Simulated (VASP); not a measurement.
Cd, 3 atoms in the cell. The cell holds a slab with vacuum, 3 atoms: a = 3.604 Å, b = 3.604 Å, c = 19.604 Å, α = 90.00°, β = 90.00°, γ = 90.00°. 

| Item | Value |
| --- | --- |
| Program | VASP 6.6.1 |
| Task | single point |
| Functional | PBE |
| Potentials or basis | VASP PAW PBE potentials, release 64 (Cd) |
| Cutoff | 520 eV |
| k mesh | 10 × 10 × 1 |
| Occupations | fermi-dirac, width 0.05 eV |
| Spin | no spin polarisation |
| Dipole correction | yes |
| Further INCAR settings | ALGO = Normal; EDIFF = 1e-07; NBANDS = 25 |

Potentials or basis: VASP PAW PBE potentials, release 64 (Cd).

Launch:

```bash
$ cat potpaw_PBE.64/Cd/POTCAR > POTCAR
$ mpirun -np 1 vasp_std > vasp.out
```

Hardware: 1 thread of AMD EPYC 7R43 64-Core Processor (Zen 3) (shared host).

Q: Estimate the wall time of this run.

A: It took 5.3 min on 1 thread of AMD EPYC 7R43 64-Core Processor (Zen 3) (shared host), peak memory 0.29 GiB. Counts: scf iterations 17, k points 21.
